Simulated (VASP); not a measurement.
# Sn (Im-3m) in VASP: a series of runs

Sn is run at these levels: PBEsol; tasks: single point, relaxation of cell and atoms.

All numbers are computed with VASP 6.6.1; they aren't measurements. Logs are shortened: lines on timing, memory, paths and dates and some standing lists are left out, and cuts for length are marked.

### Step 1. The cell of the first run

Symmetry: Im-3m, No. 229, cubic system. Conventional cell: a = 3.732 Å, b = 3.732 Å, c = 3.732 Å, α = 90.00°, β = 90.00°, γ = 90.00°. Sn (site symmetry m-3m) has 14 Sn at 3.23 to 3.73 Å within 4.3 Å.

### Step 2. Single point, PBEsol

INCAR reads:

```
SYSTEM = Sn
  PREC = Accurate
  ENCUT = 520
  EDIFF = 1E-6
  ISMEAR = -1
  SIGMA = 0.05
  LREAL = .FALSE.
  LASPH = .TRUE.
  NELM = 80
  ALGO = Normal
  ISIF = 2
  LWAVE = .FALSE.
  LCHARG = .FALSE.
  GGA = PS
  NBANDS = 13
```

KPOINTS reads:

```
regular mesh
0
G
  10 10 10
  0 0 0
```

POSCAR reads:

```
Sn
1.0
   -1.8658142875      1.8658142875      1.8658142875
    1.8658142875     -1.8658142875      1.8658142875
    1.8658142875      1.8658142875     -1.8658142875
Sn
1
Direct
    0.0000000000      0.0000000000      0.0000000000
```

Potentials or basis: VASP PAW PBE potentials, release 64 (Sn_d).

Launch:

```
$ cat potpaw_PBE.64/Sn_d/POTCAR > POTCAR
$ mpirun -np 1 vasp_std > vasp.out
```

OUTCAR:

```text
SYSTEM = Sn
   PREC = Accurate
   ENCUT = 520
   EDIFF = 1E-6
   ISMEAR = -1
   LREAL = .FALSE.
   LASPH = .TRUE.
   NELM = 80
   ISIF = 2
   GGA = PS

 ion  position               nearest neighbor table
   1  0.000  0.000  0.000-

  LATTYP: Found a body centered cubic cell.
 ALAT       =     3.7316285750

  Lattice vectors:

 A1 = (  -1.8658142875,   1.8658142875,   1.8658142875)
 A2 = (   1.8658142875,  -1.8658142875,   1.8658142875)
 A3 = (   1.8658142875,   1.8658142875,  -1.8658142875)

Analysis of symmetry for initial positions (statically):
=====================================================================
 Subroutine PRICEL returns:
 Original cell was already a primitive cell.

 Routine SETGRP: Setting up the symmetry group for a
 body centered cubic supercell.

 Subroutine GETGRP returns: Found 48 space group operations
[... 9 lines left out ...]

 Routine SETGRP: Setting up the symmetry group for a
 body centered cubic supercell.

 Subroutine GETGRP returns: Found 48 space group operations
[... 11 lines left out ...]
                                     Primitive cell

  volume of cell :      25.9816

  direct lattice vectors                    reciprocal lattice vectors
    -1.865814287  1.865814287  1.865814287     0.000000000  0.267979511  0.267979511
     1.865814287 -1.865814287  1.865814287     0.267979511  0.000000000  0.267979511
     1.865814287  1.865814287 -1.865814287     0.267979511  0.267979511  0.000000000

  length of vectors
     3.231685143  3.231685143  3.231685143     0.378980259  0.378980259  0.378980259

  position of ions in fractional coordinates (direct lattice)
     0.000000000  0.000000000  0.000000000

  ion indices of the primitive-cell ions
   primitive index   ion index
                 1           1

----------------------------------------------------------------------------------------

 KPOINTS: regular mesh

Automatic generation of k-mesh.
 Grid dimensions read from file:
 generate k-points for:   10   10   10

 Generating k-lattice:

  Cartesian coordinates                     Fractional coordinates (reciprocal lattice)
     0.000000000  0.026797951  0.026797951     0.100000000  0.000000000  0.000000000
     0.026797951  0.000000000  0.026797951     0.000000000  0.100000000  0.000000000
     0.026797951  0.026797951  0.000000000     0.000000000  0.000000000  0.100000000

  Length of vectors
     0.037898026  0.037898026  0.037898026

  Shift w.r.t. Gamma in fractional coordinates (k-lattice)
     0.000000000  0.000000000  0.000000000

 Subroutine IBZKPT returns following result:
 ===========================================

 Found     47 irreducible k-points:

 Following reciprocal coordinates:
            Coordinates               Weight
  0.000000  0.000000  0.000000      1.000000
  0.100000  0.000000  0.000000     12.000000
  0.200000  0.000000  0.000000     12.000000
  0.300000  0.000000  0.000000     12.000000
  0.400000  0.000000  0.000000     12.000000
  0.500000  0.000000  0.000000      6.000000
[... 16 lines left out ...]
  0.300000  0.300000  0.100000      8.000000
 -0.300000  0.300000  0.100000     24.000000
 [... further k-points ...]
   k-points           NKPTS =     47   k-points in BZ     NKDIM =     47   number of bands    NBANDS=     13
   number of dos      NEDOS =    301   number of ions     NIONS =      1
   total plane-waves  NPLWV =  13824
   dimension x,y,z NGX =    24 NGY =   24 NGZ =   24
   dimension x,y,z NGXF=    48 NGYF=   48 NGZF=   48
   ions per type =               1
   NGX,Y,Z   is equivalent  to a cutoff of  12.35, 12.35, 12.35 a.u.
   NGXF,Y,Z  is equivalent  to a cutoff of  24.69, 24.69, 24.69 a.u.
 SYSTEM =  Sn
   PREC   = accura    normal or accurate (medium, high low for compatibility)
   ISTART =      0    job   : 0-new  1-cont  2-samecut
   ICHARG =      2    charge: 1-file 2-atom 10-const
   ISPIN  =      1    spin polarized calculation?
   LNONCOLLINEAR =      F non collinear calculations
   LSORBIT =      F    spin-orbit coupling
   LASPH  =      T    aspherical Exc in radial PAW
   ENCUT  =  520.0 eV  38.22 Ry    6.18 a.u.   6.01  6.01  6.01*2*pi/ulx,y,z
   NELM   =     80;   NELMIN=  2; NELMDL= -5     # of ELM steps
   EDIFF  = 0.1E-05   stopping-criterion for ELM
   LREAL  =      F    real-space projection
   EDIFFG = 0.1E-04   stopping-criterion for IOM
   NSW    =      0    number of steps for IOM
   IBRION =     -1    ionic relax: 0-MD 1-quasi-New 2-CG
   NFREE  =      0    steps in history (QN), initial steepest desc. (CG)
   ISIF   =      2    stress and relaxation
   ISYM   =      2    0-nonsym 1-usesym 2-fastsym
   POTIM  = 0.5000    time-step for ionic-motion
   TEBEG  =    0.0;   TEEND  =   0.0 temperature during run
   PSTRESS=    0.0 pullay stress
   NELECT =      14.0000    total number of electrons
   NUPDOWN=      -1.0000    fix difference up-down
   EMIN   =  10.00;   EMAX   =-10.00  energy-range for DOS
[... 5 lines left out ...]
     AMIX     =   0.40;   BMIX     =  1.00
     AMIX_MAG =   1.60;   BMIX_MAG =  1.00
  volume/ion in A,a.u.               =      25.98       175.33
  Fermi-wavevector in a.u.,A,eV,Ry     =   1.332179  2.517452 24.146255  1.774700
  Thomas-Fermi vector in A             =   2.461133
   LORBIT       =      0    0 simple, 1 ext, 2 COOP (PROOUT), +10 PAW based schemes
   GGA     = PS    functional components
   LHFCALC =     F    Hartree Fock is set to
   AEXX    =    0.0000 exact exchange contribution
   IVDW    =     0    specifies the selected vdW correction
   LEPSILON=     F    determine dielectric tensor
   LRPA    =     F    only Hartree local field effects (RPA)
 non-spin polarized calculation
  energy-cutoff  :      520.00
  volume of cell :       25.98
 maximum number of plane-waves:       713
   NGX = 13   NGY = 13   NGZ = 13

 number of electron      13.9999991 magnetization

 Free energy of the ion-electron system (eV)
  ---------------------------------------------------
  ext. energy  EPLUGINS =         0.00000000
  ---------------------------------------------------
  free energy    TOTEN  =        -4.22058372 eV

  energy without entropy =       -4.21401471  energy(sigma->0) =       -4.21729921

 E-fermi :   8.4583     XC(G=0): -10.7206

 val. band max:        8.4311783950   @ k =   0.2000   0.2000   0.0000
 cond. band min:       8.4630211771   @ k =  -0.4000   0.4000   0.4000
 fundamental gap:      0.0318427820
 Fermi energy:         8.4582593141

 k-point     1 :       0.0000    0.0000    0.0000
  band No.  band energies     occupation
      1     -13.0013      2.00000
      2     -13.0013      2.00000
      3     -13.0013      2.00000
      4     -12.8412      2.00000
      5     -12.8412      2.00000
      6      -2.9523      2.00000
      7      16.8576      0.00000
      8      16.8576      0.00000
      9      16.8576      0.00000
     10      20.6988      0.00000
     11      20.6988      0.00000
     12      20.6988      0.00000
     13      21.5755      0.00000

 k-point     2 :       0.1000    0.0000    0.0000
  band No.  band energies     occupation
      1     -13.0065      2.00000
      2     -12.9942      2.00000
      3     -12.9774      2.00000
      4     -12.8469      2.00000
      5     -12.8419      2.00000
      6      -2.7257      2.00000
      7      15.0247      0.00000
      8      16.0086      0.00000
      9      16.5298      0.00000
     10      19.1896      0.00000
     11      19.5326      0.00000
     12      20.3936      0.00000
     13      22.3079      0.00000

 k-point     3 :       0.2000    0.0000    0.0000
  band No.  band energies     occupation
      1     -13.0200      2.00000
      2     -12.9795      2.00000
      3     -12.9141      2.00000
      4     -12.8587      2.00000
      5     -12.8435      2.00000
      6      -2.0438      2.00000
      7      11.7307      0.00000
      8      14.5572      0.00000
      9      15.7108      0.00000
     10      18.0562      0.00000
     11      18.3773      0.00000
     12      20.6417      0.00000
     13      22.8305      0.00000

 k-point     4 :       0.3000    0.0000    0.0000
  band No.  band energies     occupation
      1     -13.0367      2.00000
      2     -12.9736      2.00000
      3     -12.8626      2.00000
      4     -12.8454      2.00000
      5     -12.8346      2.00000
      6      -0.9079      2.00000
      7       8.4898      0.69440
      8      13.3151      0.00000
      9      14.8584      0.00000
     10      17.2909      0.00000
     11      17.5568      0.00000
     12      21.6020      0.00000
     13      23.4813      0.00000

 k-point     5 :       0.4000    0.0000    0.0000
  band No.  band energies     occupation
      1     -13.0502      2.00000
      2     -12.9809      2.00000
      3     -12.8551      2.00000
      4     -12.8469      2.00000
      5     -12.7693      2.00000
      6       0.6447      2.00000
      7       5.6263      2.00000
      8      12.5113      0.00000
      9      14.2741      0.00000
     10      16.8475      0.00000
     11      17.0696      0.00000
     12      22.9529      0.00000
     13      24.2517      0.00000
[... 257 lines left out ...]
 k-point    22 :      -0.2000    0.2000    0.1000
  band No.  band energies     occupation
      1     -12.9956      2.00000
      2     -12.9676      2.00000
      3     -12.9179      2.00000
      4     -12.8751      2.00000
      5     -12.8434      2.00000
      6      -1.8173      2.00000
      7      11.8569      0.00000
      8      13.6842      0.00000
      9      14.5307      0.00000
     10      17.4403      0.00000
     11      19.5532      0.00000
     12      20.0075      0.00000
     13      23.5520      0.00000

 k-point    23 :       0.3000    0.3000    0.1000
  band No.  band energies     occupation
      1     -13.0044      2.00000
      2     -12.8907      2.00000
      3     -12.8907      2.00000
      4     -12.8417      2.00000
      5     -12.8417      2.00000
      6       3.1412      2.00000
      7       6.0591      2.00000
      8       6.0591      2.00000
      9      10.1356      0.00000
     10      23.0319      0.00000
     11      23.6469      0.00000
     12      23.6469      0.00000
     13      27.5106      0.00000

 k-point    24 :      -0.3000    0.3000    0.1000
  band No.  band energies     occupation
      1     -13.0112      2.00000
      2     -12.9606      2.00000
      3     -12.8790      2.00000
      4     -12.8509      2.00000
      5     -12.8377      2.00000
      6      -0.6832      2.00000
      7       8.6797      0.02356
      8      12.4873      0.00000
      9      13.8270      0.00000
     10      17.7095      0.00000
     11      18.7200      0.00000
     12      19.7174      0.00000
     13      25.6513      0.00000

 [... further k-points ...]
[... 5 lines left out ...]
  --------------------------------------------------------------------------------------
  -------------------------------------------------------------------------------------
  Total       -0.0115553     -0.0115553     -0.0115553      0.0000000      0.0000000      0.0000000
  in kB       -0.7125655     -0.7125655     -0.7125655      0.0000000      0.0000000      0.0000000
  external PRESSURE =      -0.7125655 kB  Pullay stress =       0.0000000 kB

 VOLUME and BASIS-vectors are now :
 -----------------------------------------------------------------------------
  energy-cutoff  :      520.00
  volume of cell :       25.98
      direct lattice vectors                 reciprocal lattice vectors
    -1.865814287  1.865814287  1.865814287     0.000000000  0.267979511  0.267979511
     1.865814287 -1.865814287  1.865814287     0.267979511  0.000000000  0.267979511
     1.865814287  1.865814287 -1.865814287     0.267979511  0.267979511  0.000000000

 POSITION                                       TOTAL-FORCE (eV/Angst)
 -----------------------------------------------------------------------------------
      0.00000      0.00000      0.00000         0.000000     -0.000000      0.000000
 -----------------------------------------------------------------------------------
    total drift:                                0.000000      0.000000      0.000000

  FREE ENERGIE OF THE ION-ELECTRON SYSTEM (eV)
  ---------------------------------------------------
  free  energy   TOTEN  =        -4.2205837163 eV

  energy  without entropy=       -4.2140147121  energy(sigma->0) =       -4.21729921
```

It took 7.2 s on 1 thread of Intel Xeon Platinum 8259CL at 2.50GHz (Skylake/Cascade Lake), shared host; peak memory 0.14 GiB.

What came out:

```yaml
Free_energy: -4.2206 eV
Pressure: -0.1 GPa
Band_gap_on_the_k_mesh: zero (band 7 reaches 16.86 eV, above the bottom of band 8 at 6.06 eV)
```

Caveat: the PAW data sets were made with another functional, which shifts forces and pressure a little; spin-orbit coupling is left out, which moves the levels of the heavy elements.

### Step 3. Single point, PBEsol

This run uses another cell than the first one, of 27.20 Å³/atom, 1.047 times its volume.

INCAR reads:

```
SYSTEM = Sn
PREC = Accurate
ENCUT = 520
EDIFF = 1E-7
ISMEAR = -1
SIGMA = 0.05
LREAL = .FALSE.
LASPH = .TRUE.
NELM = 60
ALGO = Normal
ISIF = 2
LWAVE = .FALSE.
LCHARG = .FALSE.
GGA = PS
NBANDS = 13
```

KPOINTS is that of step 2.

POSCAR reads:

```
Sn
1.0
   -1.8946518192      1.8946518192      1.8946518192
    1.8946518192     -1.8946518192      1.8946518192
    1.8946518192      1.8946518192     -1.8946518192
Sn
1
Direct
    0.0000000000      0.0000000000      0.0000000000
```

Potentials or basis: VASP PAW PBE potentials, release 64 (Sn_d).

Launch:

```
$ cat potpaw_PBE.64/Sn_d/POTCAR > POTCAR
$ mpirun -np 1 vasp_std > vasp.out
```

Wall time 7.3 s (1 thread of Intel Xeon Platinum 8259CL at 2.50GHz (Skylake/Cascade Lake), shared host); peak memory 0.14 GiB.

It converged, with:

| Quantity | Value |
| --- | --- |
| Free energy | -4.2120 eV |
| Pressure | -2.2 GPa |
| Band gap on the k mesh | zero (band 7 reaches 15.86 eV, above the bottom of band 8 at 5.64 eV) |

Levels at points of the mesh, in eV from the Fermi level:
```tsv
k point	band 4	band 5	band 6	band 7	band 8	band 9	band 10	band 11
(0.00, 0.00, 0.00)	-21.28	-21.28	-11.06	7.98	7.98	7.98	12.16	12.16
(0.50, 0.00, 0.00)	-21.28	-21.19	-6.39	-4.39	3.63	5.46	7.98	8.30
(0.50, 0.50, 0.50)	-21.21	-21.21	-2.47	-0.44	-0.44	-0.44	3.87	3.87
```

Caveat: the PAW data sets were made with another functional, which shifts forces and pressure a little; spin-orbit coupling is left out, which moves the levels of the heavy elements.

### Step 4. Relaxation of cell and atoms, PBEsol

This run uses another cell than the first one, of 27.20 Å³/atom, 1.047 times its volume.

INCAR reads:

```
ALGO = Normal
EDIFF = 1E-6
EDIFFG = -0.01
ENCUT = 600
GGA = PS
IBRION = 2
ISIF = 3
ISMEAR = -1
LASPH = T
LCHARG = F
LREAL = F
LWAVE = F
NELM = 100
NSW = 80
PREC = Accurate
SIGMA = 0.05
```

KPOINTS reads:

```
k-points
0
Gamma
  10 10 10
```

POSCAR is that of step 3.

Launch:

```
$ cat potpaw_PBE.64/Sn_d/POTCAR > POTCAR
$ mpirun -np 1 vasp_std > vasp.out
```

Run time: 30 s. Hardware: 1 thread of Intel Xeon Platinum 8259CL at 2.50GHz (Skylake/Cascade Lake), shared host; peak memory 0.17 GiB.

It converged, with:

- Free energy: -4.2210 eV
- Relaxed volume: 25.98 Å³/atom
- Relaxed cell: a = 3.232 Å, b = 3.232 Å, c = 3.232 Å, α = 109.47°, β = 109.47°, γ = 109.47°
- Space group after relaxing (to 0.05 Å): Im-3m (No. 229)
- Energy gained by relaxing: 8.8 meV/atom
- Ionic steps: 3
- Pressure after relaxing: 0.0 GPa
- Band gap on the k mesh: zero (band 7 reaches 16.86 eV, above the bottom of band 8 at 6.06 eV)

Step by step:
| step | energy change (eV) | largest force (eV/Å) | pressure (GPa) | volume (Å³) |
| --- | --- | --- | --- | --- |
| 1 | 0.0000 | 0.0000 | -2.17 | 27.20 |
| 2 | -0.0085 | 0.0000 | 0.44 | 25.78 |
| 3 | -0.0088 | 0.0000 | -0.01 | 25.98 |

Final structure:
```
CELL_PARAMETERS angstrom
-1.86580 1.86580 1.86580
1.86580 -1.86580 1.86580
1.86580 1.86580 -1.86580
ATOMIC_POSITIONS crystal
Sn 0.00000 0.00000 0.00000
```

Levels at points of the mesh, in eV from the Fermi level:
```csv
k point,band 3,band 4,band 5,band 6,band 7,band 8,band 9,band 10,band 11
"(0.00, 0.00, 0.00)",-21.46,-21.30,-21.30,-11.41,8.40,8.40,8.40,12.24,12.24
"(0.50, 0.00, 0.00)",-21.31,-21.31,-21.20,-6.45,-4.64,3.78,5.61,8.24,8.45
"(0.50, 0.50, 0.50)",-21.23,-21.23,-21.23,-2.21,-0.51,-0.51,-0.51,3.85,3.85
```

Caveat: the PAW data sets were made with another functional, which shifts forces and pressure a little; spin-orbit coupling is left out, which moves the levels of the heavy elements.

[end of part 1 of 2]
